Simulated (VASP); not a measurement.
Wanted: the native input for a VASP 6.6.1 run.

* Task: relaxation of cell and atoms
* Functional: PBE
* Potentials or basis: VASP PAW PBE potentials, release 64 (Mo_sv)
* Cutoff: 600 eV
* k mesh: 18 × 18 × 6
* Occupations: gaussian, width 0.1 eV
* Spin: no spin polarisation
* Dipole correction: no
* Further INCAR settings: ALGO = Fast; EDIFF = 1e-06; IBRION = 2; EDIFFG = -0.01; NSW = 100; ISIF = 3

The structure of Mo lies in POSCAR:

```
Mo
1.0
    2.8790755903      0.0000000000      0.0000000000
   -1.4395377952      2.4933526006      0.0000000000
    0.0000000000      0.0000000000      9.1898737422
Mo
4
Direct
    0.3333333333      0.6666666667      0.3826267397
    0.6666666667      0.3333333333      0.8826267397
    0.6666666667      0.3333333333      0.6173732603
    0.3333333333      0.6666666667      0.1173732603
```

This isn't the form of Mo at room conditions, which is bcc.

One way to write it, as run:

INCAR

```
PREC = Accurate ; ENCUT = 600
EDIFF = 1E-6 ; ISMEAR = 0
SIGMA = 0.1 ; LREAL = False
LASPH = True ; NELM = 60
ALGO = Fast ; ISIF = 3
LWAVE = False ; LCHARG = False
GGA = PE ; IBRION = 2
NSW = 100 ; EDIFFG = -0.01
```

KPOINTS

```
Automatic mesh
0
Gamma
  18 18 6
```

Potentials or basis: VASP PAW PBE potentials, release 64 (Mo_sv).

The run is started by

```console
$ cat potpaw_PBE.64/Mo_sv/POTCAR > POTCAR
$ mpirun -np 1 vasp_std > vasp.out
```

Results of the run:

```
Relaxed volume                        : 16.53 Å³/atom
Relaxed cell                          : a = 2.870 Å, b = 2.870 Å, c = 9.267 Å, α = 90.00°, β = 90.00°, γ = 120.00°
Space group after relaxing (to 0.1 Å) : P6_3/mmc (No. 194)
Energy gained by relaxing             : 0.5 meV/atom
Ionic steps                           : 12
Pressure after relaxing               : -0.1 GPa
Band gap on the k mesh                : zero (bands 28 and 29 overlap by 1.47 eV)
```

Run time: 17 min on 1 thread of Intel(R) Xeon(R) 6975P-C (Granite Rapids), with other jobs on the host, peak memory 0.42 GiB.
